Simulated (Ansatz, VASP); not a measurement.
## Two plane-wave programs on Si

The input INCAR:

```
SYSTEM = Si
ALGO = Normal ; EDIFF = 1E-6
ENCUT = 520 ; ISIF = 2
ISMEAR = 0 ; LASPH = .True.
LCHARG = .True. ; LELF = .True.
LREAL = .False. ; LVHAR = .True.
LWAVE = .False. ; NBANDS = 16
NELM = 60 ; PREC = Accurate
SIGMA = 0.03
```

Contents of KPOINTS:

```
k-points
0
Gamma
  12 12 6
  0 0 0
```

POSCAR

```
Si
1.0
    3.6780647621      0.0000000000      0.0000000000
   -1.8390323811      3.1852975207      0.0000000000
    0.0000000000      0.0000000000      6.0793171202
Si
4
Direct
    0.3333333333      0.6666666667      0.0630095000
    0.6666666667      0.3333333333      0.5630095000
    0.3333333333      0.6666666667      0.4369905000
    0.6666666667      0.3333333333      0.9369905000
```

Input for Ansatz:

```yaml
crystal:
  lattice:
    - [3.6780647621, 0.0, 0.0]
    - [-1.8390323811, 3.1852975207, 0.0]
    - [0.0, 0.0, 6.0793171202]
  atoms:
    - { symbol: Si, position: [0.3333333333, 0.6666666667, 0.0630095] }
    - { symbol: Si, position: [0.6666666667, 0.3333333333, 0.5630095] }
    - { symbol: Si, position: [0.3333333333, 0.6666666667, 0.4369905] }
    - { symbol: Si, position: [0.6666666667, 0.3333333333, 0.9369905] }
basis:
  ecutwfc: 420
kpoints:
  mp_grid: { grid: [12, 12, 6] }
hamiltonian:
  xc: lda
scf:
  occupations: { method: gaussian, width: 0.03 }
output:
  forces: true
  stress: true
  eigenvalues: true
```

Change from the starting cell: strain -0.040 along x and y, -0.040 along z, atoms carried along.

Alike in both runs: task single point; functional LDA; k mesh 12 × 12 × 6; occupations gaussian, width 0.03 eV; no spin polarisation.

|  | VASP | Ansatz |
| --- | --- | --- |
| version | VASP 6.6.1 | Ansatz 0.2.0 |
| potentials or method | VASP PAW LDA potentials, release 64 (Si), cutoff 520 eV | scalar-relativistic, plane waves, PAW |
| valence electrons in the cell | 16 | 16 |

Ansatz gave:

```
gap on the k mesh at the Fermi level (eV)                     : 0.03
least direct gap on the mesh (eV)                             : 1.24
pressure (GPa)                                                : 11.9
traceless stress, the component that is largest in VASP (GPa) : 0.26
rms of the force components (eV/Å)                            : 0.025
```

Task: Estimate VASP's values.

Result: gap on the k mesh at the Fermi level (eV): 0.03; least direct gap on the mesh (eV): 1.25; pressure (GPa): 12.0; traceless stress, the component that is largest in VASP (GPa): 0.25; rms of the force components (eV/Å): 0.026.

LDA's correlation is that of Perdew and Zunger in VASP and of Perdew and Wang (1992) in Ansatz. Atom by atom the forces differ by 0.000 eV/Å (rms over components).
